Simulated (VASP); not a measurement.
Here is a VASP 6.6.1 calculation.

The input INCAR:

```
  PREC = Accurate
  ENCUT = 520
  EDIFF = 1E-6
  ISMEAR = -1
  SIGMA = 0.05
  LREAL = False
  LASPH = True
  NELM = 150
  ALGO = Normal
  ISIF = 2
  LWAVE = False
  LCHARG = False
  ISPIN = 2
  MAGMOM = 1.7 1.7 -1.7 -1.7
  LORBIT = 11
  LMAXMIX = 4
  GGA = PE
  NBANDS = 30
```

KPOINTS

```
regular mesh
0
Gamma
  14 14 4
```

POSCAR

```
Co
1.0
    2.4951747762      0.0000000000      0.0000000000
   -1.2475873881      2.1608847431      0.0000000000
    0.0000000000      0.0000000000      8.0817221001
Co
4
Direct
    0.0000000000      1.0000000000      0.0000000000
    1.0000000000      1.0000000000      0.5000000000
    0.3333333333      0.6666666667      0.2500000000
    0.6666666667      0.3333333333      0.7500000000
```

Potentials or basis: VASP PAW PBE potentials, release 64 (Co).

The run is started by

```console
$ cat potpaw_PBE.64/Co/POTCAR > POTCAR
$ mpirun -np 1 vasp_std > vasp.out
```

(1) Estimate the net moment.

(2) Estimate the pressure.

(3) What does it give for the site moments?

## Answers

(1) -0.34 μB per cell.

(2) -8.7 GPa.

(3) Co +0.74, -0.91 μB.
